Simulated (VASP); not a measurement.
# ScAl: single point with PBEsol

Crystal: ScAl.

```xyz
2
Lattice="3.3446 0.0000 0.0000 0.0000 3.3446 0.0000 0.0000 0.0000 3.3446" Properties=species:S:1:pos:R:3 pbc="T T T"
Sc    1.6723    1.6723    1.6723
Al    0.0000    0.0000    0.0000
```

```
Program                : VASP 6.6.1
Task                   : single point
Functional             : PBEsol
Potentials or basis    : VASP PAW PBE potentials, release 64 (Sc_sv, Al)
Cutoff                 : 520 eV
k mesh                 : 12 × 12 × 12
Occupations            : fermi-dirac, width 0.05 eV
Spin                   : no spin polarisation
Dipole correction      : no
Further INCAR settings : ALGO = Normal; EDIFF = 1e-07; NBANDS = 14
```

- Pressure: 0.1 GPa
- Band gap on the k mesh: zero (bands 7 and 8 overlap by 1.19 eV)

Levels at points of the mesh, in eV from the Fermi level:
| k point | band 5 | band 6 | band 7 | band 8 | band 9 | band 10 |
| --- | --- | --- | --- | --- | --- | --- |
| (0.00, 0.00, 0.00) | -8.53 | -0.70 | -0.70 | 2.79 | 2.79 | 2.79 |
| (0.50, 0.00, 0.00) | -5.67 | -4.60 | 0.27 | 0.81 | 0.81 | 3.03 |
| (0.50, 0.50, 0.00) | -4.74 | -1.83 | -1.83 | -0.84 | 1.57 | 1.57 |
| (0.50, 0.50, 0.50) | -2.59 | -2.59 | -2.59 | -0.32 | 2.98 | 2.98 |

Wall time 53 s on 1 thread of Intel Xeon 8259CL (shared host), peak memory 0.19 GiB.

Caveat: the PAW data sets were made with another functional, which shifts forces and pressure a little.
